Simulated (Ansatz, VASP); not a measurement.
**Two plane-wave programs on AlNi3**

```
CELL_PARAMETERS angstrom
3.52305 0.00000 0.00000
0.00000 3.52305 0.00000
0.00000 0.00000 3.52305
ATOMIC_POSITIONS crystal
Ni 0.50000 0.50000 0.00000
Ni 0.50000 0.00000 0.50000
Ni 0.00000 0.50000 0.50000
Al 0.00000 0.00000 0.00000
```

Alike in both runs: functional PBE; k mesh 6 × 6 × 6; occupations fermi-dirac, width 0.05 eV; collinear spin; Hubbard terms Ni d U = 5.0 eV.

|  | VASP | Ansatz |
| --- | --- | --- |
| version | VASP 6.6.1 | Ansatz 0.2.0 |
| potentials or method | VASP PAW PBE potentials, release 64 (Ni_sv_GW, Al) | Ansatz PAW |
| plane-wave cutoff (eV) | 590 | 420 |
| valence electrons in the cell | 57 | 57 |
| task | single point | density of states |

VASP gave:

| Item | Value |
| --- | --- |
| gap on the k mesh at the Fermi level (eV) | none |
| pressure (GPa) | 4.9 |
| net moment per atom (μB) | 0.30 |
| size of the moment on the site where the two differ most (μB) | 0.54 |

Task: What did Ansatz give for the same quantities?

Result: gap on the k mesh at the Fermi level (eV): none; pressure (GPa): 7.7; net moment per atom (μB): 0.21; size of the moment on the site where the two differ most (μB): 0.34.

Site moments also hang on the region over which each program counts them. The programs project onto different local orbitals, so the same U acts differently, and such runs can settle in different states. A gap of «none» marks a metal or a gap that the smearing closes.

Noted on Ansatz's run: the magnetic or orbital state may not be the lowest.
